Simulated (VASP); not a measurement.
Write the native input for VASP 6.6.1 that does the following.

| Item | Value |
| --- | --- |
| Task | single point |
| Functional | PBEsol |
| Potentials or basis | VASP PAW PBE potentials, release 64 (Mn_pv, S) |
| Cutoff | 520 eV |
| k mesh | 9 × 9 × 9 |
| Occupations | fermi-dirac, width 0.05 eV |
| Spin | collinear spin, ferromagnetic start |
| Starting moments | [4.0, 0.0] μB |
| Dipole correction | no |
| Further INCAR settings | ALGO = Normal; EDIFF = 1e-07; NBANDS = 20 |

The structure of MnS lies in POSCAR:

```
MnS
1.0
    0.0000000000      2.6555815960      2.6555815960
    2.6555815960      0.0000000000      2.6555815960
    2.6555815960      2.6555815960      0.0000000000
Mn S
1 1
Direct
    0.0000000000      0.0000000000      0.0000000000
    0.5000000000      0.5000000000      0.5000000000
```

The input as run:

INCAR

```
SYSTEM = MnS
ALGO = Normal
EDIFF = 1E-7
ENCUT = 520
GGA = PS
ISIF = 2
ISMEAR = -1
ISPIN = 2
LASPH = .TRUE.
LCHARG = .FALSE.
LMAXMIX = 4
LORBIT = 11
LREAL = .FALSE.
LWAVE = .FALSE.
MAGMOM = 4 0
NBANDS = 20
NELM = 150
PREC = Accurate
SIGMA = 0.05
```

KPOINTS

```
k-points
0
G
  9 9 9
  0 0 0
```

Potentials or basis: VASP PAW PBE potentials, release 64 (Mn_pv, S).

Launch:

```bash
$ cat potpaw_PBE.64/Mn_pv/POTCAR potpaw_PBE.64/S/POTCAR > POTCAR
$ mpirun -np 1 vasp_std > vasp.out
```

It gave:

```
Pressure                                              : -9.4 GPa
Net moment                                            : 4.81 μB per cell
Site moments                                          : Mn +4.32; S +0.11 μB
Valence electrons inside the program's atomic spheres : Mn 11.26; S 3.68
```

Caveat: the cell stands under tension; the PAW data sets were made with another functional, which shifts forces and pressure a little; a cell with one magnetic atom can't hold antiferromagnetic order, which such compounds often take.

Run time: 73 s on 1 thread of Intel Xeon 8259CL (shared host), peak memory 0.19 GiB.
